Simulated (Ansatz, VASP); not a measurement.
## One calculation of Pt, two programs

```
Pt
1.0
    -1.55239    1.55239    1.55239
     1.55239   -1.55239    1.55239
     1.55239    1.55239   -1.55239
Pt
1
Direct
  0.00000 0.00000 0.00000
```

Alike in both runs: task single point; functional PBEsol; k mesh 7 × 7 × 7; no spin polarisation.

|  | VASP | Ansatz |
| --- | --- | --- |
| version | VASP 6.6.1 | Ansatz 0.2.0 |
| potentials or method | VASP PAW PBE potentials, release 64 (Pt), cutoff 500 eV | plane waves, PAW |
| occupations | fermi-dirac, width 0.1 eV | fermi-dirac |
| valence electrons in the cell | 10 | 18 |

Ansatz gave:

- pressure (GPa): 3.9

What did VASP give for the same quantities?

Pressure (GPa): 3.5.

VASP's potentials were made for PBE, not for PBEsol. VASP's potentials hold 10 valence electrons a cell and Ansatz's 18, so a difference there can come from the potentials and not from the codes.

The k mesh is coarse, so the values compare programs but aren't converged. Spin-orbit coupling is off throughout.
